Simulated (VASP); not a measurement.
Input of a VASP 6.6.1 run:

POSCAR

```
TaN
1.0
    3.1134073687      0.0000000000      0.0000000000
   -1.5567036844      2.6962898737      0.0000000000
    0.0000000000      0.0000000000      6.0758200991
Ta N
2 2
Direct
    0.3333333333      0.6666666667      0.0315759308
    0.6666666667      0.3333333333      0.5315759308
    0.3333333333      0.6666666667      0.3534240692
    0.6666666667      0.3333333333      0.8534240692
```

The input INCAR.step1:

```
SYSTEM = TaN
ALGO = Normal
EDIFF = 1E-4
ENCUT = 520
GGA = PE
ISMEAR = 0
LASPH = .True.
LCHARG = .False.
LREAL = .False.
LWAVE = .True.
NBANDS = 24
NELM = 80
PREC = Accurate
SIGMA = 0.1
```

File INCAR.step2:

```
SYSTEM = TaN
ALGO = Normal
EDIFF = 1E-7
ENCUT = 520
ISIF = 2
ISMEAR = 0
ISTART = 1
LASPH = .True.
LCHARG = .True.
LELF = .True.
LMIXTAU = .True.
LREAL = .False.
LVHAR = .True.
LWAVE = .False.
METAGGA = R2SCAN
NBANDS = 24
NELM = 80
PREC = Accurate
SIGMA = 0.1
```

Contents of KPOINTS:

```
k-points
0
Gamma
  18 18 8
  0 0 0
```

Potentials or basis: VASP PAW PBE potentials, release 64 (Ta_pv, N).

Command:

```sh
$ cat potpaw_PBE.64/Ta_pv/POTCAR potpaw_PBE.64/N/POTCAR > POTCAR
$ cp INCAR.step1 INCAR
$ mpirun -np 1 vasp_std > vasp.out
$ cp INCAR.step2 INCAR
$ mpirun -np 1 vasp_std > vasp.out
```

Q: Estimate the band gap on the k mesh.

A: Zero (bands 16 and 17 overlap by 0.25 eV).

Q: Estimate the pressure.

A: 5.3 GPa.

Q: Predict the largest force.

A: 0.037 eV/Å.

Forces in eV/Å, atoms in the order of the input:
```
Ta   0.000  0.000 -0.037
Ta   0.000  0.000 -0.037
N    0.000  0.000  0.037
N    0.000  0.000  0.037
```

Caveat: the cell stands under pressure; the PAW data sets were made with another functional, which shifts forces and pressure a little; spin-orbit coupling is left out, which moves the levels of the heavy elements.
